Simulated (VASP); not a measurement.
A run of VASP 6.6.1 is set up as follows.

Contents of INCAR:

```
PREC = Accurate
ENCUT = 520
EDIFF = 1E-6
ISMEAR = 0
SIGMA = 0.15
LREAL = False
LASPH = True
NELM = 80
ALGO = Fast
ISIF = 2
LWAVE = False
LCHARG = False
GGA = PS
NBANDS = 18
```

The input KPOINTS:

```
regular mesh
0
Gamma
  24 24 12
```

File POSCAR:

```
Cu
1.0
    2.5195826211      0.0000000000      0.0000000000
   -1.2597913106      2.1820225568      0.0000000000
    0.0000000000      0.0000000000      4.2835424142
Cu
2
Direct
    0.3333333333      0.6666666667      0.2500000000
    0.6666666667      0.3333333333      0.7500000000
```

Potentials or basis: VASP PAW PBE potentials, release 64 (Cu).

Run with:

```bash
$ cat potpaw_PBE.64/Cu/POTCAR > POTCAR
$ mpirun -np 1 vasp_std > vasp.out
```

Predict the band gap on the k mesh.

zero (bands 11 and 12 overlap by 6.18 eV).

Estimate the pressure.

-5.0 GPa.

Stress tensor (GPa, compression positive):
```
-2.88  0.00  0.00
 0.00 -2.88  0.00
 0.00  0.00 -9.18
```

Caveat: the stress differs along the axes, from -9 to -3 GPa; the PAW data sets were made with another functional, which shifts forces and pressure a little.
